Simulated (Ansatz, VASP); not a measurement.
Hf in VASP and in Ansatz

INCAR

```
PREC     = Accurate       # precision mode
ENCUT    = 520            # plane-wave cutoff, eV
EDIFF    = 1E-7           # SCF threshold, eV
ISMEAR   = 0              # smearing method
SIGMA    = 0.15           # smearing width, eV
LREAL    = False          # projectors in reciprocal space
LASPH    = True           # aspherical terms in the spheres
NELM     = 80             # most SCF steps
ALGO     = Normal         # electronic algorithm
ISIF     = 2              # what is computed and relaxed
LWAVE    = False          # write WAVECAR
LCHARG   = False          # write CHGCAR
GGA      = PS             # functional
NBANDS   = 11             # bands
```

File KPOINTS:

```
regular mesh
0
Gamma
  18 18 18
```

POSCAR

```
Hf
1.0
    0.0000000000      2.3088000000      2.2200000000
    2.3088000000      0.0000000000      2.2200000000
    2.3088000000      2.3088000000      0.0000000000
Hf
1
Direct
    0.0000000000      0.0000000000      0.0000000000
```

Input for Ansatz:

```yaml
crystal:
  lattice:
    - [0.0, 2.3088, 2.22]
    - [2.3088, 0.0, 2.22]
    - [2.3088, 2.3088, 0.0]
  atoms:
    - { symbol: Hf, position: [0.0, 0.0, 0.0] }
basis:
  ecutwfc: 420
kpoints:
  mp_grid: { grid: [18, 18, 18] }
hamiltonian:
  xc: pbesol
scf:
  occupations: { method: gaussian, width: 0.15 }
output:
  forces: true
  stress: true
  eigenvalues: true
```

Change from the starting cell: strain +0.040 along x and y, +0.000 along z, atoms carried along.

Alike in both runs: task single point; functional PBEsol; k mesh 18 × 18 × 18; occupations gaussian, width 0.15 eV; no spin polarisation.

|  | VASP | Ansatz |
| --- | --- | --- |
| version | VASP 6.6.1 | Ansatz 0.2.0 |
| potentials or method | VASP PAW PBE potentials, release 64 (Hf_pv), cutoff 520 eV | scalar-relativistic, plane waves, PAW |
| valence electrons in the cell | 10 | 26 |

```tsv
	VASP	Ansatz	Ansatz less VASP
gap on the k mesh at the Fermi level (eV)	none	none	-
pressure (GPa)	-8.9	-8.6	+0.39
traceless stress, the component that is largest in VASP (GPa)	1.32	1.31	-0.010
```

VASP's potentials were made for PBE, not for PBEsol. A gap of «none» marks a metal or a gap that the smearing closes. With one functional, cell and mesh, what is left measures potentials, basis and numerics. VASP's potentials hold 10 valence electrons a cell and Ansatz's 26, so a difference there can come from the potentials and not from the codes.

Neither program's run includes spin-orbit coupling.
